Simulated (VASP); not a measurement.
# C (R-3m) in VASP: relaxation of the atoms with PBE

Aim: the relaxation of the atoms of C with PBE.

Program: VASP 6.6.1. These are calculated values, not measurements. Logs are shortened: lines on timing, memory, paths and dates and some standing lists are left out, and cuts for length are marked.

## (1) The cell of the first run

The structure is trigonal, space group R-3m (No. 166). The conventional cell has a = 2.456 Å, b = 2.456 Å, c = 10.041 Å, α = 90.00°, β = 90.00°, γ = 120.00°. Within 1.9 Å of C (site symmetry 3m) lie 3 C at 1.42 Å.

## (2) Relaxation of the atoms, PBE

Input file INCAR:

```
SYSTEM = C
  ALGO = Normal
  EDIFF = 1E-7
  EDIFFG = -0.02
  ENCUT = 520
  GGA = PE
  IBRION = 2
  ISIF = 2
  ISMEAR = -1
  LASPH = .True.
  LCHARG = .False.
  LREAL = .False.
  LWAVE = .False.
  NELM = 80
  NSW = 80
  PREC = Accurate
  SIGMA = 0.05
```

Input file KPOINTS:

```
k-points
0
Gamma
  13 13 13
  0 0 0
```

Input file POSCAR:

```
C
1.0
    1.2280287114      0.7090027071      3.3470114498
   -1.2280287114      0.7090027071      3.3470114498
    0.0000000000     -1.4180054142      3.3470114498
C
2
Direct
    0.8360000000      0.8360000000      0.8360000000
    0.1640000000      0.1640000000      0.1640000000
```

Potentials or basis: VASP PAW PBE potentials, release 64 (C).

Launch:

```sh
> cat potpaw_PBE.64/C/POTCAR > POTCAR
> mpirun -np 1 vasp_std > vasp.out
```

OUTCAR:

```text
SYSTEM = C
   EDIFF = 1E-7
   EDIFFG = -0.02
   ENCUT = 520
   GGA = PE
   IBRION = 2
   ISIF = 2
   ISMEAR = -1
   LASPH = .True.
   LREAL = .False.
   NELM = 80
   NSW = 80
   PREC = Accurate

 ion  position               nearest neighbor table
   1  0.836  0.836  0.836-   2 1.42   2 1.42   2 1.42
   2  0.164  0.164  0.164-   1 1.42   1 1.42   1 1.42

  LATTYP: Found a trigonal (rhomboedric) cell.
 ALAT       =     3.6350000000
 COS(alpha) =     0.7717355882

  Lattice vectors:

 A1 = (   1.2280287114,   0.7090027071,   3.3470114498)
 A2 = (  -1.2280287114,   0.7090027071,   3.3470114498)
 A3 = (   0.0000000000,  -1.4180054142,   3.3470114498)

Analysis of symmetry for initial positions (statically):
=====================================================================
 Subroutine PRICEL returns:
 Original cell was already a primitive cell.

 Routine SETGRP: Setting up the symmetry group for a
 trigonal (rhombohedral) supercell.

 Subroutine GETGRP returns: Found 12 space group operations
 (whereof 12 operations were pure point group operations)
 out of a pool of 12 trial point group operations.

The static configuration has the point symmetry D_3d.

Analysis of symmetry for dynamics (positions and initial velocities):
=====================================================================
 Subroutine PRICEL returns:
 Original cell was already a primitive cell.

 Routine SETGRP: Setting up the symmetry group for a
 trigonal (rhombohedral) supercell.

 Subroutine GETGRP returns: Found 12 space group operations
 (whereof 12 operations were pure point group operations)
 out of a pool of 12 trial point group operations.

The dynamic configuration has the point symmetry D_3d.

 Subroutine INISYM returns: Found 12 space group operations
 (whereof 12 operations are pure point group operations),
 and found     1 'primitive' translations

----------------------------------------------------------------------------------------

                                     Primitive cell

  volume of cell :      17.4850

  direct lattice vectors                    reciprocal lattice vectors
     1.228028711  0.709002707  3.347011450     0.407156604  0.235071975  0.099591333
    -1.228028711  0.709002707  3.347011450    -0.407156604  0.235071975  0.099591333
     0.000000000 -1.418005414  3.347011450     0.000000000 -0.470143950  0.099591333

  length of vectors
     3.635000000  3.635000000  3.635000000     0.480576495  0.480576495  0.480576495

  position of ions in fractional coordinates (direct lattice)
     0.836000000  0.836000000  0.836000000
     0.164000000  0.164000000  0.164000000

  ion indices of the primitive-cell ions
   primitive index   ion index
                 1           1
                 2           2

----------------------------------------------------------------------------------------

 KPOINTS: k-points

Automatic generation of k-mesh.
 Grid dimensions read from file:
 generate k-points for:   13   13   13

 Generating k-lattice:

  Cartesian coordinates                     Fractional coordinates (reciprocal lattice)
     0.031319739  0.018082460  0.007660872     0.076923077  0.000000000 -0.000000000
    -0.031319739  0.018082460  0.007660872     0.000000000  0.076923077 -0.000000000
     0.000000000 -0.036164919  0.007660872    -0.000000000 -0.000000000  0.076923077

  Length of vectors
     0.036967423  0.036967423  0.036967423

  Shift w.r.t. Gamma in fractional coordinates (k-lattice)
     0.000000000  0.000000000  0.000000000

 Subroutine IBZKPT returns following result:
 ===========================================

 Found    231 irreducible k-points:

 Following reciprocal coordinates:
            Coordinates               Weight
  0.000000  0.000000  0.000000      1.000000
  0.076923  0.000000  0.000000      6.000000
  0.153846  0.000000  0.000000      6.000000
  0.230769 -0.000000  0.000000      6.000000
  0.307692  0.000000  0.000000      6.000000
  0.384615  0.000000  0.000000      6.000000
[... 16 lines left out ...]
  0.384615  0.153846  0.000000     12.000000
  0.461538  0.153846  0.000000     12.000000
 [... further k-points ...]
   k-points           NKPTS =    231   k-points in BZ     NKDIM =    231   number of bands    NBANDS=      8
   number of dos      NEDOS =    301   number of ions     NIONS =      2
   total plane-waves  NPLWV =  21952
   dimension x,y,z NGX =    28 NGY =   28 NGZ =   28
   dimension x,y,z NGXF=    56 NGYF=   56 NGZF=   56
   ions per type =               2
   NGX,Y,Z   is equivalent  to a cutoff of  12.81, 12.81, 12.81 a.u.
   NGXF,Y,Z  is equivalent  to a cutoff of  25.61, 25.61, 25.61 a.u.
 SYSTEM =  C
   PREC   = accura    normal or accurate (medium, high low for compatibility)
   ISTART =      0    job   : 0-new  1-cont  2-samecut
   ICHARG =      2    charge: 1-file 2-atom 10-const
   ISPIN  =      1    spin polarized calculation?
   LNONCOLLINEAR =      F non collinear calculations
   LSORBIT =      F    spin-orbit coupling
   LASPH  =      T    aspherical Exc in radial PAW
   ENCUT  =  520.0 eV  38.22 Ry    6.18 a.u.   6.76  6.76  6.76*2*pi/ulx,y,z
   NELM   =     80;   NELMIN=  2; NELMDL= -5     # of ELM steps
   EDIFF  = 0.1E-06   stopping-criterion for ELM
   LREAL  =      F    real-space projection
   EDIFFG = -.2E-01   stopping-criterion for IOM
   NSW    =     80    number of steps for IOM
   IBRION =      2    ionic relax: 0-MD 1-quasi-New 2-CG
   NFREE  =      1    steps in history (QN), initial steepest desc. (CG)
   ISIF   =      2    stress and relaxation
   ISYM   =      2    0-nonsym 1-usesym 2-fastsym
   POTIM  = 0.5000    time-step for ionic-motion
   TEBEG  =    0.0;   TEEND  =   0.0 temperature during run
   PSTRESS=    0.0 pullay stress
   NELECT =       8.0000    total number of electrons
   NUPDOWN=      -1.0000    fix difference up-down
   EMIN   =  10.00;   EMAX   =-10.00  energy-range for DOS
   EFERMI =   0.00;   METHOD = LEGACY
   ISMEAR =    -1;   SIGMA  =   0.05  broadening in eV -4-tet -1-fermi 0-gaus
   EFERMI_NEDOS =   21; number of points for ismear=-14 and -15
   IALGO  =     38    algorithm
   IMIX   =      4    mixing-type and parameters
     AMIX     =   0.40;   BMIX     =  1.00
     AMIX_MAG =   1.60;   BMIX_MAG =  1.00
  volume/ion in A,a.u.               =       8.74        59.00
  Fermi-wavevector in a.u.,A,eV,Ry     =   1.261488  2.383867 21.651666  1.591353
  Thomas-Fermi vector in A             =   2.394945
   LORBIT       =      0    0 simple, 1 ext, 2 COOP (PROOUT), +10 PAW based schemes
   GGA     = PE    functional components
   LHFCALC =     F    Hartree Fock is set to
   AEXX    =    0.0000 exact exchange contribution
   IVDW    =     0    specifies the selected vdW correction
   LEPSILON=     F    determine dielectric tensor
   LRPA    =     F    only Hartree local field effects (RPA)
 conjugate gradient relaxation of ions
 non-spin polarized calculation
  energy-cutoff  :      520.00
  volume of cell :       17.48
 maximum number of plane-waves:       483
   NGX = 13   NGY = 13   NGZ = 13

--------------------------------------- Ionic step        1  -------------------------------------------

 number of electron       8.0000000 magnetization

 Free energy of the ion-electron system (eV)
  ---------------------------------------------------
  ext. energy  EPLUGINS =         0.00000000
  ---------------------------------------------------
  free energy    TOTEN  =       -18.39638426 eV

  energy without entropy =      -18.39637486  energy(sigma->0) =      -18.39637956

------------------------ aborting loop because EDIFF is reached ----------------------------------------

  FORCE on cell =-STRESS in cart. coord.  units (eV):
  Direction    XX          YY          ZZ          XY          YZ          ZX
  --------------------------------------------------------------------------------------
  -------------------------------------------------------------------------------------
  Total        0.6135279      0.6135279      0.3458009      0.0000000      0.0000000      0.0000000
  in kB       56.2186046     56.2186046     31.6863197      0.0000000      0.0000000      0.0000000
  external PRESSURE =      48.0411763 kB  Pullay stress =       0.0000000 kB

 VOLUME and BASIS-vectors are now :
 -----------------------------------------------------------------------------
  energy-cutoff  :      520.00
  volume of cell :       17.48
      direct lattice vectors                 reciprocal lattice vectors
     1.228028711  0.709002707  3.347011450     0.407156604  0.235071975  0.099591333
    -1.228028711  0.709002707  3.347011450    -0.407156604  0.235071975  0.099591333
     0.000000000 -1.418005414  3.347011450     0.000000000 -0.470143950  0.099591333
[... 37 lines left out ...]
 POSITION                                       TOTAL-FORCE (eV/Angst)
 -----------------------------------------------------------------------------------
      0.00000      0.00000      8.35227         0.000000      0.000000      0.517939
      0.00000      0.00000      1.68876         0.000000      0.000000     -0.517939
 -----------------------------------------------------------------------------------
    total drift:                               -0.000000     -0.000000      0.000000

  FREE ENERGIE OF THE ION-ELECTRON SYSTEM (eV)
  ---------------------------------------------------
  free  energy   TOTEN  =       -18.4112724439 eV

  energy  without entropy=      -18.4112686921  energy(sigma->0) =      -18.41127057

--------------------------------------- Ionic step        3  -------------------------------------------

 number of electron       8.0000000 magnetization

 Free energy of the ion-electron system (eV)
  ---------------------------------------------------
  ext. energy  EPLUGINS =         0.00000000
  ---------------------------------------------------
  free energy    TOTEN  =       -18.41937613 eV

  energy without entropy =      -18.41937115  energy(sigma->0) =      -18.41937364

 E-fermi :   4.8470     XC(G=0): -10.3611

 val. band max:        4.4851425958   @ k =  -0.3077   0.3077   0.0000
 cond. band min:       5.2183388168   @ k =  -0.3077   0.3077   0.0000
 fundamental gap:      0.7331962210
 Fermi energy:         4.8470385893

 k-point     1 :       0.0000    0.0000    0.0000
  band No.  band energies     occupation
      1     -14.9759      2.00000
      2      -1.8457      2.00000
      3       1.7716      2.00000
      4       1.7716      2.00000
      5       9.0289      0.00000
      6      13.2110      0.00000
      7      13.2110      0.00000
      8      16.2557      0.00000

 k-point     2 :       0.0769    0.0000    0.0000
  band No.  band energies     occupation
      1     -14.8318      2.00000
      2      -1.6998      2.00000
      3       1.2106      2.00000
      4       1.4786      2.00000
      5       9.2330      0.00000
      6      13.2880      0.00000
      7      13.8122      0.00000
      8      15.7535      0.00000
[... 221 lines left out ...]
 k-point    23 :       0.3846    0.1538    0.0000
  band No.  band energies     occupation
      1     -12.2482      2.00000
      2      -4.1516      2.00000
      3      -2.2376      2.00000
      4       0.5203      2.00000
      5       9.9693      0.00000
      6      13.4906      0.00000
      7      15.1044      0.00000
      8      17.4521      0.00000

 k-point    24 :       0.4615    0.1538    0.0000
  band No.  band energies     occupation
      1     -11.0222      2.00000
      2      -5.9968      2.00000
      3      -2.8657      2.00000
      4       1.6829      2.00000
      5       8.2643      0.00000
      6      14.7343      0.00000
      7      15.2203      0.00000
      8      18.4214      0.00000

 [... further k-points ...]

------------------------ aborting loop because EDIFF is reached ----------------------------------------

  FORCE on cell =-STRESS in cart. coord.  units (eV):
  Direction    XX          YY          ZZ          XY          YZ          ZX
  --------------------------------------------------------------------------------------
  -------------------------------------------------------------------------------------
  Total        0.6144652      0.6144652      0.4057591      0.0000000      0.0000000      0.0000000
  in kB       56.3044855     56.3044855     37.1803914      0.0000000      0.0000000      0.0000000
  external PRESSURE =      49.9297875 kB  Pullay stress =       0.0000000 kB

 VOLUME and BASIS-vectors are now :
 -----------------------------------------------------------------------------
  energy-cutoff  :      520.00
  volume of cell :       17.48
      direct lattice vectors                 reciprocal lattice vectors
     1.228028711  0.709002707  3.347011450     0.407156604  0.235071975  0.099591333
    -1.228028711  0.709002707  3.347011450    -0.407156604  0.235071975  0.099591333
     0.000000000 -1.418005414  3.347011450     0.000000000 -0.470143950  0.099591333

 POSITION                                       TOTAL-FORCE (eV/Angst)
 -----------------------------------------------------------------------------------
      0.00000      0.00000      8.36794         0.000000      0.000000     -0.000658
      0.00000      0.00000      1.67309         0.000000      0.000000      0.000658
 -----------------------------------------------------------------------------------
    total drift:                                0.000000      0.000000     -0.000000

  FREE ENERGIE OF THE ION-ELECTRON SYSTEM (eV)
  ---------------------------------------------------
  free  energy   TOTEN  =       -18.4193761318 eV

  energy  without entropy=      -18.4193711454  energy(sigma->0) =      -18.41937364

 reached required accuracy - stopping structural energy minimisation
```

Run time: 2.4 min. Hardware: 1 thread of Intel Xeon 8259CL, shared host; peak memory 0.16 GiB.

What came out:

- Free energy: -18.4194 eV
- Energy gained by relaxing: 11.5 meV/atom
- Ionic steps: 3
- Pressure after relaxing: 5.0 GPa

The path:
| step | energy change (eV) | largest force (eV/Å) | pressure (GPa) |
| --- | --- | --- | --- |
| 1 | 0.0000 | 0.8712 | 4.80 |
| 2 | -0.0149 | 0.5179 | 4.94 |
| 3 | -0.0230 | 0.0007 | 4.99 |

Final structure:
```xyz
2
Lattice="1.2280 0.7090 3.3470 -1.2280 0.7090 3.3470 0.0000 -1.4180 3.3470" Properties=species:S:1:pos:R:3 pbc="T T T"
C     0.0000    0.0000    8.3679
C     0.0000    0.0000    1.6731
```

Caveat: this functional lacks dispersion, which binds the layers, so the pressure and a relaxed spacing across them are unreliable.
